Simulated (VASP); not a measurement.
# NdBi2S3 (Cmmm) in VASP: single point with PBE

Aim: the single point of NdBi2S3 with PBE.

Program: VASP 6.6.1. These are calculated values, not measurements. Logs are shortened: lines on timing, memory, paths and dates and some standing lists are left out, and cuts for length are marked.

### Step 1. The cell of the first run

Symmetry: Cmmm, No. 65, orthorhombic system. The conventional cell has a = 6.674 Å, b = 9.033 Å, c = 5.348 Å, α = 90.00°, β = 90.00°, γ = 90.00°. Nd (site symmetry mmm) has 2 S at 2.71 Å within 3.6 Å. Bi (site symmetry 2/m) has 6 S at 2.81 to 3.18 Å and 2 Bi at 3.34 Å within 3.7 Å. S (site symmetry m2m) has 3 Nd at 2.71 to 3.79 Å and 4 Bi at 3.18 Å and 5 S at 3.23 to 3.61 Å within 3.8 Å. S (site symmetry mmm) has 4 Bi at 2.81 Å and 4 S at 3.23 Å within 3.7 Å.

The cell was built from a structure type or drawn by symmetry, and may not be a known phase.

### Step 2. Single point, PBE

INCAR

```
SYSTEM = NdBi2S3
PREC = Accurate
ENCUT = 500
EDIFF = 1E-6
ISMEAR = 0
SIGMA = 0.2
LREAL = .FALSE.
LASPH = .TRUE.
NELM = 200
ALGO = Normal
ISIF = 2
LWAVE = .FALSE.
LCHARG = .TRUE.
GGA = PE
LELF = .TRUE.
LVHAR = .TRUE.
NBANDS = 38
GGA_COMPAT = .FALSE.
LMAXMIX = 6
```

KPOINTS

```
Automatic mesh
0
G
  3 3 4
  0 0 0
```

POSCAR

```
NdBi2S3
1.0
    3.3370028651     -4.5167281860      0.0000000000
    3.3370028651      4.5167281860      0.0000000000
    0.0000000000      0.0000000000      5.3483232612
Nd Bi S
1 2 3
Direct
    0.5000000000      0.5000000000      0.0000000000
    0.0000000000      0.5000000000      0.5000000000
    0.5000000000      0.0000000000      0.5000000000
    0.2000493948      0.7999506052      0.0000000000
    0.7999506052      0.2000493948      0.0000000000
    0.0000000000      0.0000000000      0.5000000000
```

Potentials or basis: VASP PAW PBE potentials, release 64 (Nd_3, Bi_d, S), 4f in core.

Command:

```console
> cat potpaw_PBE.64/Nd_3/POTCAR potpaw_PBE.64/Bi_d/POTCAR potpaw_PBE.64/S/POTCAR > POTCAR
> mpirun -np 1 vasp_std > vasp.out
```

OUTCAR:

```text
SYSTEM = NdBi2S3
   PREC = Accurate
   ENCUT = 500
   EDIFF = 1E-6
   ISMEAR = 0
   LREAL = .FALSE.
   LASPH = .TRUE.
   NELM = 200
   ISIF = 2
   GGA = PE

 ion  position               nearest neighbor table
   1  0.500  0.500  0.000-   4 2.71   5 2.71
   2  0.000  0.500  0.500-   6 2.81   6 2.81   4 3.18   4 3.18   5 3.18   5 3.18   3 3.34   3 3.34

   3  0.500  0.000  0.500-   6 2.81   6 2.81   4 3.18   4 3.18   5 3.18   5 3.18   2 3.34   2 3.34

   4  0.200  0.800  0.000-   1 2.71   2 3.18   3 3.18   2 3.18   3 3.18
   5  0.800  0.200  0.000-   1 2.71   2 3.18   3 3.18   2 3.18   3 3.18
   6  0.000  0.000  0.500-   2 2.81   3 2.81   2 2.81   3 2.81

  LATTYP: Found a base centered orthorhombic cell.
 ALAT       =     6.6740057302
 B/A-ratio  =     1.3535284111
 C/A-ratio  =     0.8013662975

  Lattice vectors:

 A1 = (   3.3370028651,  -4.5167281860,   0.0000000000)
 A2 = (   3.3370028651,   4.5167281860,   0.0000000000)
 A3 = (   0.0000000000,   0.0000000000,   5.3483232612)

Analysis of symmetry for initial positions (statically):
=====================================================================
 Subroutine PRICEL returns:
 Original cell was already a primitive cell.

 Routine SETGRP: Setting up the symmetry group for a
 base centered orthorhombic supercell.

 Subroutine GETGRP returns: Found  8 space group operations
 (whereof  8 operations were pure point group operations)
 out of a pool of  8 trial point group operations.

The static configuration has the point symmetry D_2h.

Analysis of symmetry for dynamics (positions and initial velocities):
=====================================================================
 Subroutine PRICEL returns:
 Original cell was already a primitive cell.

 Routine SETGRP: Setting up the symmetry group for a
 base centered orthorhombic supercell.

 Subroutine GETGRP returns: Found  8 space group operations
 (whereof  8 operations were pure point group operations)
 out of a pool of  8 trial point group operations.

The dynamic configuration has the point symmetry D_2h.

 Subroutine INISYM returns: Found  8 space group operations
 (whereof  8 operations are pure point group operations),
 and found     1 'primitive' translations

----------------------------------------------------------------------------------------

                                     Primitive cell

  volume of cell :     161.2234

  direct lattice vectors                    reciprocal lattice vectors
     3.337002865 -4.516728186  0.000000000     0.149835053 -0.110699599  0.000000000
     3.337002865  4.516728186  0.000000000     0.149835053  0.110699599  0.000000000
     0.000000000  0.000000000  5.348323261     0.000000000  0.000000000  0.186974487

  length of vectors
     5.615729839  5.615729839  5.348323261     0.186292631  0.186292631  0.186974487

  position of ions in fractional coordinates (direct lattice)
     0.500000000  0.500000000  0.000000000
     0.000000000  0.500000000  0.500000000
     0.500000000  0.000000000  0.500000000
     0.200049395  0.799950605  0.000000000
     0.799950605  0.200049395  0.000000000
     0.000000000  0.000000000  0.500000000

  ion indices of the primitive-cell ions
   primitive index   ion index
                 1           1
                 2           2
                 3           3
                 4           4
                 5           5
                 6           6

----------------------------------------------------------------------------------------

 KPOINTS: Automatic mesh

Automatic generation of k-mesh.
 Grid dimensions read from file:
 generate k-points for:    3    3    4

 Generating k-lattice:

  Cartesian coordinates                     Fractional coordinates (reciprocal lattice)
     0.049945018 -0.036899866  0.000000000     0.333333333  0.000000000  0.000000000
     0.049945018  0.036899866  0.000000000     0.000000000  0.333333333  0.000000000
     0.000000000  0.000000000  0.046743622     0.000000000  0.000000000  0.250000000

  Length of vectors
     0.062097544  0.062097544  0.046743622

  Shift w.r.t. Gamma in fractional coordinates (k-lattice)
     0.000000000  0.000000000  0.000000000

 Subroutine IBZKPT returns following result:
 ===========================================

 Found     12 irreducible k-points:

 Following reciprocal coordinates:
            Coordinates               Weight
  0.000000  0.000000  0.000000      1.000000
  0.333333  0.000000  0.000000      4.000000
  0.333333  0.333333  0.000000      2.000000
 -0.333333  0.333333  0.000000      2.000000
  0.000000  0.000000  0.250000      2.000000
  0.333333  0.000000  0.250000      8.000000
  0.333333  0.333333  0.250000      4.000000
 -0.333333  0.333333  0.250000      4.000000
  0.000000  0.000000  0.500000      1.000000
  0.333333  0.000000  0.500000      4.000000
  0.333333  0.333333  0.500000      2.000000
 -0.333333  0.333333  0.500000      2.000000
   k-points           NKPTS =     12   k-points in BZ     NKDIM =     12   number of bands    NBANDS=     38
   number of dos      NEDOS =    301   number of ions     NIONS =      6
   total plane-waves  NPLWV =  70560
   dimension x,y,z NGX =    42 NGY =   42 NGZ =   40
   dimension x,y,z NGXF=    84 NGYF=   84 NGZF=   80
   ions per type =               1   2   3
   NGX,Y,Z   is equivalent  to a cutoff of  12.43, 12.43, 12.43 a.u.
   NGXF,Y,Z  is equivalent  to a cutoff of  24.87, 24.87, 24.87 a.u.
 SYSTEM =  NdBi2S3
   PREC   = accura    normal or accurate (medium, high low for compatibility)
   ISTART =      0    job   : 0-new  1-cont  2-samecut
   ICHARG =      2    charge: 1-file 2-atom 10-const
   ISPIN  =      1    spin polarized calculation?
   LNONCOLLINEAR =      F non collinear calculations
   LSORBIT =      F    spin-orbit coupling
   LASPH  =      T    aspherical Exc in radial PAW
   ENCUT  =  500.0 eV  36.75 Ry    6.06 a.u.  10.24 10.24  9.75*2*pi/ulx,y,z
   NELM   =    200;   NELMIN=  2; NELMDL= -5     # of ELM steps
   EDIFF  = 0.1E-05   stopping-criterion for ELM
   LREAL  =      F    real-space projection
   EDIFFG = 0.1E-04   stopping-criterion for IOM
   NSW    =      0    number of steps for IOM
   IBRION =     -1    ionic relax: 0-MD 1-quasi-New 2-CG
   NFREE  =      0    steps in history (QN), initial steepest desc. (CG)
   ISIF   =      2    stress and relaxation
   ISYM   =      2    0-nonsym 1-usesym 2-fastsym
   POTIM  = 0.5000    time-step for ionic-motion
   TEBEG  =    0.0;   TEEND  =   0.0 temperature during run
   PSTRESS=    0.0 pullay stress
   NELECT =      59.0000    total number of electrons
   NUPDOWN=      -1.0000    fix difference up-down
   EMIN   =  10.00;   EMAX   =-10.00  energy-range for DOS
   EFERMI =   0.00;   METHOD = LEGACY
   ISMEAR =     0;   SIGMA  =   0.20  broadening in eV -4-tet -1-fermi 0-gaus
   EFERMI_NEDOS =   21; number of points for ismear=-14 and -15
   IALGO  =     38    algorithm
   IMIX   =      4    mixing-type and parameters
     AMIX     =   0.40;   BMIX     =  1.00
     AMIX_MAG =   1.60;   BMIX_MAG =  1.00
  volume/ion in A,a.u.               =      26.87       181.33
  Fermi-wavevector in a.u.,A,eV,Ry     =   1.170980  2.212831 18.656226  1.371194
  Thomas-Fermi vector in A             =   2.307430
   LORBIT       =      0    0 simple, 1 ext, 2 COOP (PROOUT), +10 PAW based schemes
   GGA     = PE    functional components
   LHFCALC =     F    Hartree Fock is set to
   AEXX    =    0.0000 exact exchange contribution
   IVDW    =     0    specifies the selected vdW correction
   LEPSILON=     F    determine dielectric tensor
   LRPA    =     F    only Hartree local field effects (RPA)
 non-spin polarized calculation
 Gauss-broadening in eV      SIGMA  =   0.20
  energy-cutoff  :      500.00
  volume of cell :      161.22
 maximum number of plane-waves:      4116
 NGX is ok and might be reduce to    42
   NGX = 21   NGY = 21   NGZ = 19

 number of electron      59.0000007 magnetization

 Free energy of the ion-electron system (eV)
  ---------------------------------------------------
  ext. energy  EPLUGINS =         0.00000000
  ---------------------------------------------------
  free energy    TOTEN  =       -26.34800775 eV

  energy without entropy =      -26.28318189  energy(sigma->0) =      -26.31559482

 E-fermi :   5.7673     XC(G=0):  -9.7454

 val. band max:        5.7538993784   @ k =   0.3333   0.3333   0.0000
 cond. band min:       5.8407153318   @ k =  -0.3333   0.3333   0.5000
 fundamental gap:      0.0868159534
 Fermi energy:         5.7672760435

 k-point     1 :       0.0000    0.0000    0.0000
  band No.  band energies     occupation
      1     -33.3241      2.00000
      2     -17.8044      2.00000
      3     -17.7261      2.00000
      4     -17.7256      2.00000
      5     -17.6937      2.00000
      6     -17.6918      2.00000
[... 30 lines left out ...]
     37       9.1103      0.00000
     38      10.0407      0.00000

 k-point     2 :       0.3333    0.0000    0.0000
  band No.  band energies     occupation
      1     -33.3240      2.00000
      2     -17.7625      2.00000
      3     -17.7149      2.00000
      4     -17.7095      2.00000
      5     -17.6980      2.00000
      6     -17.6910      2.00000
[... 30 lines left out ...]
     37       8.3376      0.00000
     38       8.7147      0.00000

 k-point     3 :       0.3333    0.3333    0.0000
  band No.  band energies     occupation
      1     -33.3239      2.00000
      2     -17.7573      2.00000
      3     -17.7162      2.00000
      4     -17.7160      2.00000
      5     -17.6965      2.00000
      6     -17.6814      2.00000
[... 30 lines left out ...]
     37       8.5919      0.00000
     38       8.6465      0.00000

 k-point     4 :      -0.3333    0.3333    0.0000
  band No.  band energies     occupation
      1     -33.3239      2.00000
      2     -17.8007      2.00000
      3     -17.7273      2.00000
      4     -17.7130      2.00000
      5     -17.6993      2.00000
      6     -17.6903      2.00000
[... 30 lines left out ...]
     37       8.8510      0.00000
     38       9.1046      0.00000

 k-point     5 :       0.0000    0.0000    0.2500
  band No.  band energies     occupation
      1     -33.3240      2.00000
      2     -17.8042      2.00000
      3     -17.7270      2.00000
      4     -17.7255      2.00000
      5     -17.6932      2.00000
      6     -17.6921      2.00000
[... 30 lines left out ...]
     37       9.1137      0.00000
     38      10.3159      0.00000

 k-point     6 :       0.3333    0.0000    0.2500
  band No.  band energies     occupation
      1     -33.3239      2.00000
      2     -17.7621      2.00000
      3     -17.7156      2.00000
      4     -17.7089      2.00000
      5     -17.6983      2.00000
      6     -17.6909      2.00000
[... 30 lines left out ...]
     37       8.6033      0.00000
     38       8.9270      0.00000

 k-point     7 :       0.3333    0.3333    0.2500
  band No.  band energies     occupation
      1     -33.3238      2.00000
      2     -17.7567      2.00000
      3     -17.7170      2.00000
      4     -17.7155      2.00000
      5     -17.6968      2.00000
      6     -17.6812      2.00000
[... 30 lines left out ...]
     37       8.2658      0.00000
     38       8.9065      0.00000

 k-point     8 :      -0.3333    0.3333    0.2500
  band No.  band energies     occupation
      1     -33.3238      2.00000
      2     -17.8003      2.00000
      3     -17.7282      2.00000
      4     -17.7127      2.00000
      5     -17.6987      2.00000
      6     -17.6905      2.00000
[... 30 lines left out ...]
     37       8.3736      0.00000
     38       8.9900      0.00000

 k-point     9 :       0.0000    0.0000    0.5000
  band No.  band energies     occupation
      1     -33.3239      2.00000
      2     -17.8041      2.00000
      3     -17.7280      2.00000
      4     -17.7254      2.00000
      5     -17.6927      2.00000
      6     -17.6924      2.00000
[... 30 lines left out ...]
     37       9.3364      0.00000
     38       9.5338      0.00000

 k-point    10 :       0.3333    0.0000    0.5000
  band No.  band energies     occupation
      1     -33.3238      2.00000
      2     -17.7618      2.00000
      3     -17.7163      2.00000
      4     -17.7084      2.00000
      5     -17.6987      2.00000
      6     -17.6908      2.00000
[... 30 lines left out ...]
     37       9.0066      0.00000
     38       9.1585      0.00000

 k-point    11 :       0.3333    0.3333    0.5000
  band No.  band energies     occupation
      1     -33.3237      2.00000
      2     -17.7561      2.00000
      3     -17.7176      2.00000
      4     -17.7150      2.00000
      5     -17.6970      2.00000
      6     -17.6810      2.00000
[... 30 lines left out ...]
     37       7.7770      0.00000
     38       8.5739      0.00000

 k-point    12 :      -0.3333    0.3333    0.5000
  band No.  band energies     occupation
      1     -33.3237      2.00000
      2     -17.7999      2.00000
      3     -17.7292      2.00000
      4     -17.7124      2.00000
      5     -17.6982      2.00000
      6     -17.6907      2.00000
[... 30 lines left out ...]
     37       8.1637      0.00000
     38       8.2180      0.00000

------------------------ aborting loop because EDIFF is reached ----------------------------------------

  FORCE on cell =-STRESS in cart. coord.  units (eV):
  Direction    XX          YY          ZZ          XY          YZ          ZX
  --------------------------------------------------------------------------------------
  -------------------------------------------------------------------------------------
  Total       -0.3477396     -0.2716759      0.0308362     -0.0000000      0.0000000      0.0000000
  in kB       -3.4557046     -2.6998116      0.3064383     -0.0000000      0.0000000      0.0000000
  external PRESSURE =      -1.9496926 kB  Pullay stress =       0.0000000 kB

 VOLUME and BASIS-vectors are now :
 -----------------------------------------------------------------------------
  energy-cutoff  :      500.00
  volume of cell :      161.22
      direct lattice vectors                 reciprocal lattice vectors
     3.337002865 -4.516728186  0.000000000     0.149835053 -0.110699599  0.000000000
     3.337002865  4.516728186  0.000000000     0.149835053  0.110699599  0.000000000
     0.000000000  0.000000000  5.348323261     0.000000000  0.000000000  0.186974487

 POSITION                                       TOTAL-FORCE (eV/Angst)
 -----------------------------------------------------------------------------------
      3.33700      0.00000      0.00000         0.000000     -0.000000     -0.000000
      1.66850      2.25836      2.67416        -0.000000     -0.000000     -0.000000
      1.66850     -2.25836      2.67416        -0.000000     -0.000000     -0.000000
      3.33700      2.70959      0.00000        -0.000000      0.042857     -0.000000
      3.33700     -2.70959      0.00000        -0.000000     -0.042857      0.000000
      0.00000      0.00000      2.67416        -0.000000     -0.000000     -0.000000
 -----------------------------------------------------------------------------------
    total drift:                                0.000000      0.000000     -0.000000

  FREE ENERGIE OF THE ION-ELECTRON SYSTEM (eV)
  ---------------------------------------------------
  free  energy   TOTEN  =       -26.3480077460 eV

  energy  without entropy=      -26.2831818888  energy(sigma->0) =      -26.31559482
```

Run time: 60 s. Hardware: 1 thread of Intel Xeon Platinum 8488C (Sapphire Rapids), shared host; peak memory 0.28 GiB.

What came out:

```
Free energy            : -26.3480 eV
Pressure               : -0.2 GPa
Largest force          : 0.043 eV/Å
Band gap on the k mesh : zero (an odd number of electrons rules out a gap without spin polarisation)
```

Forces in eV/Å, atoms in the order of the input:
```
Nd   0.000  0.000  0.000
Bi   0.000  0.000  0.000
Bi   0.000  0.000  0.000
S    0.000  0.043  0.000
S    0.000 -0.043  0.000
S    0.000  0.000  0.000
```

Levels at points of the mesh, in eV from the Fermi level:
```
           k point  band 26  band 27  band 28  band 29  band 30  band 31  band 32  band 33
(0.00, 0.00, 0.00)    -2.61    -1.18    -0.81    -0.54    -0.46     0.08     1.03     1.46
(0.00, 0.00, 0.50)    -1.71    -1.41    -0.95    -0.23     0.12     0.58     1.73     2.22
```

Caveat: the k points lie up to 0.39 Å⁻¹ apart, too coarse for converged energies and pressures of a metal; spin-orbit coupling is left out, which moves the levels of the heavy elements; the 4f electrons are frozen in the core, so they carry no moment and show no levels; the run has no spin polarisation, though such a crystal can be magnetic. With open d or f shells a metallic result of PBE can be an artefact of self-interaction; +U or a hybrid may open a gap.
